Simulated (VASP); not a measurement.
# TaSi2 (P1) in VASP: notebook

Runs on TaSi2. Level: PBEsol. Tasks: single point.

Program: VASP 6.6.1. These are calculated values, not measurements. Logs are shortened: lines on timing, memory, paths and dates and some standing lists are left out, and cuts for length are marked.

**1. The cell of the first run**

The typed cell holds 9 atoms: a = 4.761 Å, b = 4.761 Å, c = 6.558 Å, α = 90.00°, β = 90.00°, γ = 120.00°.

**2. Single point, PBEsol (atom 1 (Ta) moved by -0.214 Å along [1 0 0] and -0.856 Å along [0 0 1])**

Contents of INCAR:

```
SYSTEM = TaSi2
PREC     = Accurate       ! precision mode
ENCUT    = 520            ! plane-wave cutoff, eV
EDIFF    = 1E-6           ! SCF threshold, eV
ISMEAR   = 0              ! smearing method
SIGMA    = 0.15           ! smearing width, eV
LREAL    = .False.        ! projectors in reciprocal space
LASPH    = .True.         ! aspherical terms in the spheres
NELM     = 80             ! most SCF steps
ALGO     = Fast           ! electronic algorithm
ISIF     = 2              ! what is computed and relaxed
LWAVE    = .False.        ! write WAVECAR
LCHARG   = .False.        ! write CHGCAR
GGA      = PS             ! functional
NBANDS   = 38             ! bands
```

Contents of KPOINTS:

```
Automatic mesh
0
Gamma
  9 9 6
  0 0 0
```

Contents of POSCAR:

```
TaSi2
1.0
    4.7613605622      0.0000000000      0.0000000000
   -2.3806802811      4.1234592035      0.0000000000
    0.0000000000      0.0000000000      6.5581204410
Ta Si
3 6
Direct
    0.4550548636      0.0000000000     -0.1305252027
    0.5000000000      0.5000000000      0.6666666667
    0.0000000000      0.5000000000      0.3333333333
    0.1592624125      0.3185248251      0.0000000000
    0.8407375875      0.1592624125      0.6666666667
    0.6814751749      0.8407375875      0.3333333333
    0.8407375875      0.6814751749      0.0000000000
    0.1592624125      0.8407375875      0.6666666667
    0.3185248251      0.1592624125      0.3333333333
```

Potentials or basis: VASP PAW PBE potentials, release 64 (Ta_pv, Si).

Launch:

```console
> cat potpaw_PBE.64/Ta_pv/POTCAR potpaw_PBE.64/Si/POTCAR > POTCAR
> mpirun -np 1 vasp_std > vasp.out
```

OUTCAR:

```text
SYSTEM = TaSi2
   PREC = Accurate
   ENCUT = 520
   EDIFF = 1E-6
   ISMEAR = 0
   LREAL = .False.
   LASPH = .True.
   NELM = 80
   ISIF = 2
   GGA = PS

 ion  position               nearest neighbor table
   1  0.455  0.000  0.869-   8 1.81   5 2.08   2 2.64   7 2.67   4 2.67   2 2.83   4 2.95   7 2.95
                             4 3.03   7 3.03   9 3.28
   2  0.500  0.500  0.667-   4 2.60   7 2.60   6 2.60   9 2.60   1 2.64   8 2.72   5 2.72   8 2.72
                             5 2.72   5 2.81   8 2.81   1 2.83   3 3.23   3 3.23
   3  0.000  0.500  0.333-   4 2.60   7 2.60   5 2.60   8 2.60   9 2.72   6 2.72   9 2.72   6 2.72
                             6 2.81   9 2.81   2 3.23   2 3.23
   4  0.159  0.319  0.000-   5 2.55   9 2.55   3 2.60   2 2.60   7 2.63   1 2.67   7 2.81   7 2.81
                             1 2.95   1 3.03
   5  0.841  0.159  0.667-   1 2.08   4 2.55   6 2.55   3 2.60   8 2.63   2 2.72   2 2.72   2 2.81
                             8 2.81   8 2.81
   6  0.681  0.841  0.333-   7 2.55   5 2.55   2 2.60   9 2.63   3 2.72   3 2.72   3 2.81   9 2.81
                             9 2.81
   7  0.841  0.681  0.000-   8 2.55   6 2.55   3 2.60   2 2.60   4 2.63   1 2.67   4 2.81   4 2.81
                             1 2.95   1 3.03
   8  0.159  0.841  0.667-   1 1.81   7 2.55   9 2.55   3 2.60   5 2.63   2 2.72   2 2.72   2 2.81
                             5 2.81   5 2.81
   9  0.319  0.159  0.333-   4 2.55   8 2.55   2 2.60   6 2.63   3 2.72   3 2.72   3 2.81   6 2.81
                             6 2.81   1 3.28

  LATTYP: Found a hexagonal cell.
 ALAT       =     4.7613605622
 C/A-ratio  =     1.3773627003

  Lattice vectors:

 A1 = (   4.7613605622,   0.0000000000,   0.0000000000)
 A2 = (  -2.3806802811,   4.1234592035,   0.0000000000)
 A3 = (   0.0000000000,   0.0000000000,   6.5581204410)

Analysis of symmetry for initial positions (statically):
=====================================================================
 Subroutine PRICEL returns:
 Original cell was already a primitive cell.

 Routine SETGRP: Setting up the symmetry group for a
 hexagonal supercell.

 Subroutine GETGRP returns: Found  1 space group operations
 (whereof  1 operations were pure point group operations)
 out of a pool of 24 trial point group operations.

The static configuration has the point symmetry C_1 .

Analysis of symmetry for dynamics (positions and initial velocities):
=====================================================================
 Subroutine PRICEL returns:
 Original cell was already a primitive cell.

 Routine SETGRP: Setting up the symmetry group for a
 hexagonal supercell.

 Subroutine GETGRP returns: Found  1 space group operations
 (whereof  1 operations were pure point group operations)
 out of a pool of 24 trial point group operations.

The dynamic configuration has the point symmetry C_1 .

 Subroutine INISYM returns: Found  1 space group operations
 (whereof  1 operations are pure point group operations),
 and found     1 'primitive' translations

----------------------------------------------------------------------------------------

                                     Primitive cell

  volume of cell :     128.7574

  direct lattice vectors                    reciprocal lattice vectors
     4.761360562  0.000000000  0.000000000     0.210024002  0.121257414  0.000000000
    -2.380680281  4.123459204  0.000000000     0.000000000  0.242514828  0.000000000
     0.000000000  0.000000000  6.558120441     0.000000000  0.000000000  0.152482713

  length of vectors
     4.761360562  4.761360562  6.558120441     0.242514828  0.242514828  0.152482713

  position of ions in fractional coordinates (direct lattice)
     0.455054864  0.000000000  0.869474797
     0.500000000  0.500000000  0.666666667
     0.000000000  0.500000000  0.333333333
     0.159262412  0.318524825  0.000000000
     0.840737588  0.159262412  0.666666667
     0.681475175  0.840737588  0.333333333
     0.840737588  0.681475175  0.000000000
     0.159262412  0.840737588  0.666666667
     0.318524825  0.159262412  0.333333333

  ion indices of the primitive-cell ions
   primitive index   ion index
                 1           1
                 2           2
                 3           3
                 4           4
                 5           5
                 6           6
                 7           7
                 8           8
                 9           9

----------------------------------------------------------------------------------------

 KPOINTS: Automatic mesh

Automatic generation of k-mesh.
 Grid dimensions read from file:
 generate k-points for:    9    9    6

 Generating k-lattice:

  Cartesian coordinates                     Fractional coordinates (reciprocal lattice)
     0.023336000  0.013473046  0.000000000     0.111111111  0.000000000  0.000000000
     0.000000000  0.026946092  0.000000000     0.000000000  0.111111111  0.000000000
     0.000000000  0.000000000  0.025413786     0.000000000  0.000000000  0.166666667

  Length of vectors
     0.026946092  0.026946092  0.025413786

  Shift w.r.t. Gamma in fractional coordinates (k-lattice)
     0.000000000  0.000000000  0.000000000

 Subroutine IBZKPT returns following result:
 ===========================================

 Found    244 irreducible k-points:

 Following reciprocal coordinates:
            Coordinates               Weight
  0.000000  0.000000  0.000000      1.000000
  0.111111  0.000000  0.000000      2.000000
  0.000000  0.111111  0.000000      2.000000
 -0.111111  0.111111  0.000000      2.000000
  0.222222 -0.000000  0.000000      2.000000
  0.000000  0.222222  0.000000      2.000000
[... 16 lines left out ...]
  0.333333  0.111111  0.000000      2.000000
 -0.111111  0.444444  0.000000      2.000000
 [... further k-points ...]
   k-points           NKPTS =    244   k-points in BZ     NKDIM =    244   number of bands    NBANDS=     38
   number of dos      NEDOS =    301   number of ions     NIONS =      9
   total plane-waves  NPLWV =  64800
   dimension x,y,z NGX =    36 NGY =   36 NGZ =   50
   dimension x,y,z NGXF=    72 NGYF=   72 NGZF=  100
   ions per type =               3   6
   NGX,Y,Z   is equivalent  to a cutoff of  12.57, 12.57, 12.67 a.u.
   NGXF,Y,Z  is equivalent  to a cutoff of  25.14, 25.14, 25.35 a.u.
 SYSTEM =  TaSi2
   PREC   = accura    normal or accurate (medium, high low for compatibility)
   ISTART =      0    job   : 0-new  1-cont  2-samecut
   ICHARG =      2    charge: 1-file 2-atom 10-const
   ISPIN  =      1    spin polarized calculation?
   LNONCOLLINEAR =      F non collinear calculations
   LSORBIT =      F    spin-orbit coupling
   LASPH  =      T    aspherical Exc in radial PAW
   ENCUT  =  520.0 eV  38.22 Ry    6.18 a.u.   8.85  8.85 12.19*2*pi/ulx,y,z
   NELM   =     80;   NELMIN=  2; NELMDL= -5     # of ELM steps
   EDIFF  = 0.1E-05   stopping-criterion for ELM
   LREAL  =      F    real-space projection
   EDIFFG = 0.1E-04   stopping-criterion for IOM
   NSW    =      0    number of steps for IOM
   IBRION =     -1    ionic relax: 0-MD 1-quasi-New 2-CG
   NFREE  =      0    steps in history (QN), initial steepest desc. (CG)
   ISIF   =      2    stress and relaxation
   ISYM   =      2    0-nonsym 1-usesym 2-fastsym
   POTIM  = 0.5000    time-step for ionic-motion
   TEBEG  =    0.0;   TEEND  =   0.0 temperature during run
   PSTRESS=    0.0 pullay stress
   NELECT =      57.0000    total number of electrons
   NUPDOWN=      -1.0000    fix difference up-down
   EMIN   =  10.00;   EMAX   =-10.00  energy-range for DOS
   EFERMI =   0.00;   METHOD = LEGACY
   ISMEAR =     0;   SIGMA  =   0.15  broadening in eV -4-tet -1-fermi 0-gaus
   EFERMI_NEDOS =   21; number of points for ismear=-14 and -15
   IALGO  =     68    algorithm
   IMIX   =      4    mixing-type and parameters
     AMIX     =   0.40;   BMIX     =  1.00
     AMIX_MAG =   1.60;   BMIX_MAG =  1.00
  volume/ion in A,a.u.               =      14.31        96.54
  Fermi-wavevector in a.u.,A,eV,Ry     =   1.247697  2.357805 21.180833  1.556747
  Thomas-Fermi vector in A             =   2.381817
   LORBIT       =      0    0 simple, 1 ext, 2 COOP (PROOUT), +10 PAW based schemes
   GGA     = PS    functional components
   LHFCALC =     F    Hartree Fock is set to
   AEXX    =    0.0000 exact exchange contribution
   IVDW    =     0    specifies the selected vdW correction
   LEPSILON=     F    determine dielectric tensor
   LRPA    =     F    only Hartree local field effects (RPA)
 non-spin polarized calculation
 RMM-DIIS sequential band-by-band and
 Gauss-broadening in eV      SIGMA  =   0.15
  energy-cutoff  :      520.00
  volume of cell :      128.76
 maximum number of plane-waves:      3501
   NGX = 17   NGY = 17   NGZ = 25

 number of electron      57.0000000 magnetization

 Free energy of the ion-electron system (eV)
  ---------------------------------------------------
  ext. energy  EPLUGINS =         0.00000000
  ---------------------------------------------------
  free energy    TOTEN  =       -66.75702697 eV

  energy without entropy =      -66.71566511  energy(sigma->0) =      -66.73634604

 E-fermi :   9.1695     XC(G=0): -12.1198

 val. band max:        9.1647815895   @ k =   0.4444   0.4444   0.5000
 cond. band min:       9.1694840237   @ k =  -0.4444   0.2222   0.0000
 fundamental gap:      0.0047024341
 Fermi energy:         9.1694516756

 k-point     1 :       0.0000    0.0000    0.0000
  band No.  band energies     occupation
      1     -25.2024      2.00000
      2     -25.0690      2.00000
      3     -24.9464      2.00000
      4     -24.9327      2.00000
      5     -24.8664      2.00000
      6     -24.8231      2.00000
[... 30 lines left out ...]
     37      13.0666      0.00000
     38      13.6455      0.00000
[... 941 lines left out ...]
     37      12.8321      0.00000
     38      13.1255      0.00000

 [... further k-points ...]

------------------------ aborting loop because EDIFF is reached ----------------------------------------

  FORCE on cell =-STRESS in cart. coord.  units (eV):
  Direction    XX          YY          ZZ          XY          YZ          ZX
  --------------------------------------------------------------------------------------
  -------------------------------------------------------------------------------------
  Total       22.1353786     10.4654532     40.0174502     13.0295313      8.2115169     11.1236233
  in kB      275.4389645    130.2256280    497.9524050    162.1314306    102.1790382    138.4154898
  external PRESSURE =     301.2056658 kB  Pullay stress =       0.0000000 kB

 VOLUME and BASIS-vectors are now :
 -----------------------------------------------------------------------------
  energy-cutoff  :      520.00
  volume of cell :      128.76
      direct lattice vectors                 reciprocal lattice vectors
     4.761360562  0.000000000  0.000000000     0.210024002  0.121257414  0.000000000
    -2.380680281  4.123459204  0.000000000     0.000000000  0.242514828  0.000000000
     0.000000000  0.000000000  6.558120441     0.000000000  0.000000000  0.152482713

 POSITION                                       TOTAL-FORCE (eV/Angst)
 -----------------------------------------------------------------------------------
      2.16668      0.00000      5.70212         9.660409      5.666547     29.805690
      1.19034      2.06173      4.37208        -0.598505      0.301197     -2.555447
     -1.19034      2.06173      2.18604        -0.026163      0.117991     -1.171585
     -0.00000      1.31342      0.00000        -0.782823      0.101982     -0.216294
      3.62390      0.65671      4.37208         5.099614      2.988002     -5.728817
      1.24322      3.46675      2.18604        -0.571670      0.083864     -0.727844
      2.38068      2.81004      0.00000        -0.282177     -0.087709     -0.326846
     -1.24322      3.46675      4.37208       -13.106601     -9.111938    -18.156325
      1.13746      0.65671      2.18604         0.607916     -0.059935     -0.922533
 -----------------------------------------------------------------------------------
    total drift:                               -0.000021     -0.000009      0.000213

  FREE ENERGIE OF THE ION-ELECTRON SYSTEM (eV)
  ---------------------------------------------------
  free  energy   TOTEN  =       -66.7570269745 eV

  energy  without entropy=      -66.7156651145  energy(sigma->0) =      -66.73634604
```

Run time: 32 min. Hardware: 1 thread of Oxide Virtual Turin-like, shared host; peak memory 0.87 GiB.

Results:

```yaml
Free_energy: -66.7570 eV
Pressure: 30.1 GPa
Largest_force: 31.840 eV/Å
Band_gap_on_the_k_mesh: zero (an odd number of electrons rules out a gap without spin polarisation)
```

Forces on the atoms (eV/Å):
```
Ta    9.660   5.667  29.806
Ta   -0.599   0.301  -2.555
Ta   -0.026   0.118  -1.172
Si   -0.783   0.102  -0.216
Si    5.100   2.988  -5.729
Si   -0.572   0.084  -0.728
Si   -0.282  -0.088  -0.327
Si  -13.107  -9.112 -18.156
Si    0.608  -0.060  -0.923
```

Stress tensor (GPa, compression positive):
```
27.54 16.21 13.84
16.21 13.02 10.22
13.84 10.22 49.80
```

Caveat: the cell differs from its parent crystal (atom 1 (Ta) moved by -0.214 Å along [1 0 0] and -0.856 Å along [0 0 1]); atoms lie so close that the PAW spheres overlap strongly, which falsifies energies and pressures; the cell stands under pressure; the PAW data sets were made with another functional, which shifts forces and pressure a little; spin-orbit coupling is left out, which moves the levels of the heavy elements.

**3. Single point, PBEsol (atom 1 (Ta) moved by -0.214 Å along [1 0 0] and -0.642 Å along [0 0 1])**

Contents of INCAR:

```
SYSTEM = TaSi2
ALGO = Fast
EDIFF = 1E-6
ENCUT = 520
GGA = PS
ISIF = 2
ISMEAR = 0
LASPH = .True.
LCHARG = .False.
LREAL = .False.
LWAVE = .False.
NBANDS = 38
NELM = 60
PREC = Accurate
SIGMA = 0.15
```

Contents of KPOINTS:

```
k-points
0
Gamma
  9 9 6
  0 0 0
```

Changes to POSCAR since step 2:

```diff
@@ -8,3 +8,3 @@
 Direct
-    0.4550548636      0.0000000000     -0.1305252027
+    0.4550548636      0.0000000000     -0.0978939020
     0.5000000000      0.5000000000      0.6666666667
```

Potentials or basis: VASP PAW PBE potentials, release 64 (Ta_pv, Si).

Launch:

```console
> cat potpaw_PBE.64/Ta_pv/POTCAR potpaw_PBE.64/Si/POTCAR > POTCAR
> mpirun -np 1 vasp_std > vasp.out
```

It took 20 min on 1 thread of Oxide Virtual Turin-like, shared host; peak memory 0.87 GiB.

It converged, with:

| Item | Value |
| --- | --- |
| Free energy | -71.9130 eV |
| Pressure | 17.6 GPa |
| Largest force | 19.999 eV/Å |
| Band gap on the k mesh | zero (an odd number of electrons rules out a gap without spin polarisation) |

Forces in eV/Å, atoms in the order of the input:
```
Ta    6.457   2.958  18.695
Ta   -0.594  -0.001  -1.576
Ta   -0.150   0.219  -1.069
Si   -0.931   0.146  -0.253
Si    2.441   1.542  -3.338
Si   -0.573   0.159  -0.655
Si   -0.466  -0.104  -0.374
Si   -6.710  -4.754 -10.683
Si    0.526  -0.166  -0.748
```

Stress tensor (GPa, compression positive):
```
14.45  8.65  8.38
 8.65  6.46  6.24
 8.38  6.24 31.78
```

Levels at points of the mesh, in eV from the Fermi level:
```tsv
k point	band 24	band 25	band 26	band 27	band 28	band 29	band 30	band 31	band 32	band 33
(0.00, 0.00, 0.00)	-2.45	-2.39	-2.00	-1.85	-1.64	-1.24	1.14	1.66	2.00	2.19
(0.00, 0.00, 0.50)	-2.32	-1.97	-1.86	-1.75	-1.48	0.81	0.95	1.46	2.28	2.56
```

Caveat: the cell differs from its parent crystal (atom 1 (Ta) moved by -0.214 Å along [1 0 0] and -0.642 Å along [0 0 1]); the cell stands under pressure; the PAW data sets were made with another functional, which shifts forces and pressure a little; spin-orbit coupling is left out, which moves the levels of the heavy elements.

**4. Single point, PBEsol (atom 1 (Ta) moved by -0.214 Å along [1 0 0] and -1.070 Å along [0 0 1])**

Contents of INCAR:

```
  PREC = Accurate
  ENCUT = 520
  EDIFF = 1E-7
  ISMEAR = 0
  SIGMA = 0.15
  LREAL = False
  LASPH = True
  NELM = 60
  ALGO = Fast
  ISIF = 2
  LWAVE = False
  LCHARG = False
  GGA = PS
  NBANDS = 38
```

Contents of KPOINTS:

```
Automatic mesh
0
Gamma
  9 9 6
```

Changes to POSCAR since step 3:

```diff
@@ -8,3 +8,3 @@
 Direct
-    0.4550548636      0.0000000000     -0.0978939020
+    0.4550548636      0.0000000000     -0.1631565034
     0.5000000000      0.5000000000      0.6666666667
```

Launch:

```console
> cat potpaw_PBE.64/Ta_pv/POTCAR potpaw_PBE.64/Si/POTCAR > POTCAR
> mpirun -np 1 vasp_std > vasp.out
```

Wall time 21 min (1 thread of Oxide Virtual Turin-like, shared host); peak memory 0.87 GiB.

The run converged. Its results:

```
Free energy            : -59.2189 eV
Pressure               : 44.0 GPa
Largest force          : 43.635 eV/Å
Band gap on the k mesh : zero (an odd number of electrons rules out a gap without spin polarisation)
```

Forces on the atoms (eV/Å):
```
Ta   14.739   9.579  39.937
Ta   -0.624   0.680  -3.141
Ta    0.172  -0.103  -1.128
Si   -0.679   0.126   0.026
Si    9.224   5.060  -7.889
Si   -0.544   0.023  -0.843
Si   -0.105  -0.146  -0.092
Si  -22.880 -15.312 -25.857
Si    0.696   0.093  -1.013
```

Stress tensor (GPa, compression positive):
```
47.75 26.66 19.40
26.66 23.75 14.00
19.40 14.00 60.60
```

Levels at points of the mesh, in eV from the Fermi level:
```tsv
k point	band 25	band 26	band 27	band 28	band 29	band 30	band 31	band 32
(0.00, 0.00, 0.00)	-2.27	-1.33	-1.22	-0.73	-0.68	0.28	0.78	1.10
(0.00, 0.00, 0.50)	-1.81	-1.51	-1.12	-0.70	0.04	0.22	0.77	1.58
```

Caveat: the cell differs from its parent crystal (atom 1 (Ta) moved by -0.214 Å along [1 0 0] and -1.070 Å along [0 0 1]); atoms lie so close that the PAW spheres overlap strongly, which falsifies energies and pressures; the cell stands under pressure; the PAW data sets were made with another functional, which shifts forces and pressure a little; spin-orbit coupling is left out, which moves the levels of the heavy elements.

**5. The runs side by side**

| cell | further INCAR settings | gap on the mesh (eV) | pressure (GPa) | largest force (eV/Å) |
| --- | --- | --- | --- | --- |
| as given, atomic positions A | ALGO = Fast; EDIFF = 1e-06; NBANDS = 38 | none | 30.1 | 31.84 |
| as given, atomic positions B | ALGO = Fast; EDIFF = 1e-06; NBANDS = 38 | none | 17.6 | 20.00 |
| as given, atomic positions C | ALGO = Fast; EDIFF = 1e-07; NBANDS = 38 | none | 44.0 | 43.63 |

Alike in all rows: task single point; level PBEsol; potentials or basis VASP PAW PBE potentials, release 64 (Ta_pv, Si); no spin polarisation; k mesh 9 × 9 × 6; cutoff (eV) 520; smearing gaussian 0.15 eV.

Caveats: the cell stands under pressure; the PAW data sets were made with another functional, which shifts forces and pressure a little; spin-orbit coupling is left out, which moves the levels of the heavy elements; atoms lie so close that the PAW spheres overlap strongly, which falsifies energies and pressures (at least some runs).

Total energies depend on the potentials used, so only differences within one code and one set of settings carry meaning.
